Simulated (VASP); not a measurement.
**GaAs: relaxation of cell and atoms with PBE**

The system is GaAs.

```
CELL_PARAMETERS angstrom
-1.88077 1.88077 3.02585
1.88077 -1.88077 3.02585
1.88077 1.88077 -3.02585
ATOMIC_POSITIONS crystal
Ga 0.00000 0.00000 0.00000
As 0.50000 0.50000 0.00000
```

| Item | Value |
| --- | --- |
| Program | VASP 6.6.1 |
| Task | relaxation of cell and atoms |
| Functional | PBE |
| Potentials or basis | VASP PAW PBE potentials, release 64 (Ga_d, As) |
| Cutoff | 600 eV |
| k mesh | 20 × 20 × 20 |
| Occupations | gaussian, width 0.1 eV |
| Spin | no spin polarisation |
| Dipole correction | no |
| Further INCAR settings | ALGO = Normal; EDIFF = 1e-06; IBRION = 2; EDIFFG = -0.01; NSW = 100; ISIF = 3 |

```json
{
 "Relaxed volume": "19.62 Å³/atom",
 "Relaxed cell": "a = 3.814 Å, b = 3.814 Å, c = 3.814 Å, α = 120.00°, β = 120.00°, γ = 90.00°",
 "Space group after relaxing (to 0.05 Å)": "Fm-3m (No. 225)",
 "Energy gained by relaxing": "66.5 meV/atom",
 "Ionic steps": "12",
 "Pressure after relaxing": "0.0 GPa",
 "Band gap on the k mesh": "zero (band 9 reaches 5.81 eV, above the bottom of band 10 at 2.70 eV)"
}
```

Step by step:
```
step  energy change (eV)  largest force (eV/Å)  pressure (GPa)  volume (Å³)
   1              0.0000                0.0000           -3.30        42.81
   2             -0.0796                0.0000           -0.45        40.12
   3             -0.0991                0.0000            1.74        38.65
   4             -0.1003                0.0000            2.50        38.22
   5             -0.1289                0.0000            1.55        38.46
   6             -0.1291                0.0000            1.56        38.44
   7             -0.1323                0.0000           -0.62        39.60
   8             -0.1331                0.0000            0.04        39.24
   9             -0.1331                0.0000           -0.05        39.26
  10             -0.1331                0.0000            0.05        39.22
  11             -0.1331                0.0000            0.07        39.22
  12             -0.1331                0.0000           -0.04        39.23
```

Final structure:
```
CELL_PARAMETERS angstrom
-1.90707 1.90707 2.69692
1.90707 -1.90707 2.69692
1.90707 1.90707 -2.69692
ATOMIC_POSITIONS crystal
Ga 0.00000 0.00000 0.00000
As 0.50000 0.50000 0.00000
```

Levels at points of the mesh, in eV from the Fermi level:
| k point | band 7 | band 8 | band 9 | band 10 | band 11 | band 12 |
| --- | --- | --- | --- | --- | --- | --- |
| (0.00, 0.00, 0.00) | -0.13 | 0.05 | 0.05 | 0.05 | 7.32 | 7.32 |
| (0.50, 0.00, 0.00) | -7.55 | 0.25 | 0.25 | 2.66 | 2.97 | 2.97 |
| (0.50, 0.50, 0.00) | -5.44 | -3.62 | -2.50 | -2.50 | 3.63 | 9.99 |
| (0.50, 0.50, 0.50) | -5.44 | -3.62 | -2.50 | -2.50 | 3.63 | 9.99 |

Wall time 36 min on 1 thread of AMD EPYC 9R45 (Zen 5) (shared host), peak memory 0.61 GiB.
